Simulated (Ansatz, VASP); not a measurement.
**Two plane-wave programs on P**

```
P
1.0
     3.18104    1.83657    2.54850
    -3.18104    1.83657    2.54850
     0.00000   -3.67315    2.54850
P
5
Direct
  0.35675 0.35675 0.35675
  0.64325 0.64325 0.64325
  0.71106 0.28894 0.00000
  0.00000 0.71106 0.28894
  0.28894 0.00000 0.71106
```

Alike in both runs: functional PBE; k mesh 6 × 6 × 6; occupations gaussian, width 0.1 eV; no spin polarisation.

Ansatz relaxed the structure, and its values are those at the end. VASP's run is a single point on that final structure, the one shown.

|  | VASP | Ansatz |
| --- | --- | --- |
| version | VASP 6.6.1 | Ansatz 0.2.0 |
| potentials or method | VASP PAW PBE potentials, release 64 (P), cutoff 520 eV | scalar-relativistic, plane waves, PAW |
| valence electrons in the cell | 25 | 25 |

|  | VASP | Ansatz | Ansatz less VASP |
| --- | --- | --- | --- |
| gap on the k mesh at the Fermi level (eV) | none | none | - |
| pressure (GPa) | -0.2 | 0.1 | +0.26 |
| rms of the force components (eV/Å) | 0.021 | 0.004 | -0.0171 |

A gap of «none» marks a metal or a gap that the smearing closes.
